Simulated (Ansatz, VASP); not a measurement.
Two plane-wave programs on LiBe

```
Li Be
1.0
     2.23356    0.00000    0.02381
     0.00000    3.65244    0.00000
    -0.33364    0.00000    5.44948
Li Be
2 2
Direct
  0.72418 0.25000 0.20063
  0.27582 0.75000 0.79937
  0.75730 0.25000 0.62016
  0.24270 0.75000 0.37984
```

Alike in both runs: task single point; functional PBEsol; k mesh 18 × 12 × 8; occupations gaussian, width 0.1 eV; no spin polarisation.

|  | VASP | Ansatz |
| --- | --- | --- |
| version | VASP 6.6.1 | Ansatz 0.2.0 |
| potentials or method | VASP PAW PBE potentials, release 64 (Li_sv, Be), cutoff 520 eV | scalar-relativistic, plane waves, PAW |
| valence electrons in the cell | 10 | 10 |

|  | VASP | Ansatz | Ansatz less VASP |
| --- | --- | --- | --- |
| gap on the k mesh at the Fermi level (eV) | none | none | - |
| rms of the force components (eV/Å) | 0.719 | 0.715 | -0.0037 |

VASP's potentials were made for PBE, not for PBEsol. Atom by atom the forces differ by 0.006 eV/Å (rms over components). A gap of «none» marks a metal or a gap that the smearing closes.

Noted on VASP's run: the cutoff is short for stress, so the pressure is rough.
